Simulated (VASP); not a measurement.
HfIn4SiO6, 12 atoms in the cell. The typed cell holds 12 atoms: a = 5.699 Å, b = 6.149 Å, c = 7.308 Å, α = 98.49°, β = 111.85°, γ = 96.55°. 

* Program: VASP 6.6.1
* Task: single point
* Functional: revPBE
* Potentials or basis: VASP PAW PBE potentials, release 64 (Hf_pv, In_d, Si, O)
* Cutoff: 520 eV
* k mesh: 4 × 4 × 3
* Occupations: fermi-dirac, width 0.05 eV
* Spin: no spin polarisation
* Dipole correction: no
* Further INCAR settings: ALGO = Normal; EDIFF = 1e-06; NBANDS = 63

Potentials or basis: VASP PAW PBE potentials, release 64 (Hf_pv, In_d, Si, O).

The run is started by

```console
$ cat potpaw_PBE.64/Hf_pv/POTCAR potpaw_PBE.64/In_d/POTCAR potpaw_PBE.64/Si/POTCAR potpaw_PBE.64/O/POTCAR > POTCAR
$ mpirun -np 1 vasp_std > vasp.out
```

Hardware: 1 thread of Intel(R) Xeon(R) Platinum 8488C (Sapphire Rapids), with other jobs on the host.

**Question.** How long does it take, and how much memory?

**Answer.** Wall time 5.7 min on 1 thread of Intel(R) Xeon(R) Platinum 8488C (Sapphire Rapids), with other jobs on the host, peak memory 0.53 GiB. Counts: scf iterations 18, k points 26.
